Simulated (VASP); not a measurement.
## Fe: single point with PBE

The system is Fe.

```
Fe
1.0
    -1.44356    1.44356    1.44356
     1.44356   -1.44356    1.44356
     1.44356    1.44356   -1.44356
Fe
1
Direct
  0.00000 0.00000 0.00000
```

This cell differs from its parent crystal: volume scaled by 1.06.

```
Program             : VASP 6.6.1
Task                : single point
Functional          : PBE
Potentials or basis : VASP PAW PBE potentials, release 64 (Fe)
Cutoff              : 520 eV
k mesh              : 20 × 20 × 20
Occupations         : gaussian, width 0.1 eV
Spin                : collinear spin, ferromagnetic start
Starting moments    : [2.44] μB
```

| Quantity | Value |
| --- | --- |
| Pressure | -9.5 GPa |
| Net moment | 2.29 μB per cell |
| Site moments | Fe +2.29 μB |
| Valence electrons inside the program's atomic spheres | Fe 7.16 |

Levels at points of the mesh, in eV from the Fermi level:
Spin up:
| k point | band 1 | band 2 | band 3 | band 4 | band 5 | band 6 | band 7 | band 8 | band 9 | band 10 |
| --- | --- | --- | --- | --- | --- | --- | --- | --- | --- | --- |
| (0.00, 0.00, 0.00) | -8.06 | -2.17 | -2.17 | -2.17 | -1.06 | -1.06 | 24.50 | 24.50 | 24.50 | 29.22 |
| (0.50, 0.00, 0.00) | -4.59 | -3.16 | -1.01 | -0.90 | 0.29 | 0.58 | 6.88 | 17.92 | 19.37 | 22.69 |
| (0.50, 0.50, 0.50) | -4.49 | -4.49 | 0.04 | 0.04 | 0.04 | 9.58 | 9.58 | 9.58 | 15.11 | 15.11 |
Spin down:
| k point | band 1 | band 2 | band 3 | band 4 | band 5 | band 6 | band 7 | band 8 |
| --- | --- | --- | --- | --- | --- | --- | --- | --- |
| (0.00, 0.00, 0.00) | -7.90 | -0.16 | -0.16 | -0.16 | 1.76 | 1.76 | 24.22 | 24.22 |
| (0.50, 0.00, 0.00) | -3.26 | -1.35 | 0.66 | 1.62 | 1.99 | 2.62 | 8.30 | 17.95 |
| (0.50, 0.50, 0.50) | -2.60 | -2.60 | 2.34 | 2.34 | 2.34 | 9.84 | 9.84 | 9.84 |

Run time: 3.1 min on 1 thread of AMD EPYC 7R13, on a shared host, peak memory 0.15 GiB.
